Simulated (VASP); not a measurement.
Write the native input for VASP 6.6.1 that does the following.

* Task: single point
* Functional: PBEsol
* Potentials or basis: VASP PAW PBE potentials, release 64 (Ce, O)
* Cutoff: 520 eV
* k mesh: 12 × 12 × 12
* Occupations: gaussian, width 0.05 eV
* Spin: no spin polarisation
* Dipole correction: no
* Further INCAR settings: ALGO = Normal; EDIFF = 1e-06; NBANDS = 19

The structure of CeO2 lies in POSCAR:

```
CeO2
1.0
    0.0000000000      2.7168845380      2.7168845380
    2.7168845380      0.0000000000      2.7168845380
    2.7168845380      2.7168845380      0.0000000000
Ce O
1 2
Direct
    0.0000000000      0.0000000000      0.0000000000
    0.2500000000      0.2500000000      0.2500000000
    0.7500000000      0.7500000000      0.7500000000
```

One way to write it, as run:

INCAR

```
  PREC = Accurate
  ENCUT = 520
  EDIFF = 1E-6
  ISMEAR = 0
  SIGMA = 0.05
  LREAL = F
  LASPH = T
  NELM = 100
  ALGO = Normal
  ISIF = 2
  LWAVE = F
  LCHARG = F
  GGA = PS
  NBANDS = 19
```

KPOINTS

```
regular mesh
0
Gamma
  12 12 12
```

Potentials or basis: VASP PAW PBE potentials, release 64 (Ce, O).

Run with:

```bash
$ cat potpaw_PBE.64/Ce/POTCAR potpaw_PBE.64/O/POTCAR > POTCAR
$ mpirun -np 1 vasp_std > vasp.out
```

Results of the run:

* Pressure: -3.6 GPa
* Band gap on the k mesh: 1.92 eV (least direct gap 2.02 eV)

Caveat: the cell stands under tension; the PAW data sets were made with another functional, which shifts forces and pressure a little; spin-orbit coupling is left out, which moves the levels of the heavy elements; semilocal functionals describe open f shells poorly, which spoils levels, moments and volumes.

Wall time 77 s on 1 thread of Intel(R) Xeon(R) Platinum 8259CL CPU @ 2.50GHz (Skylake/Cascade Lake), on a shared host, peak memory 0.22 GiB.
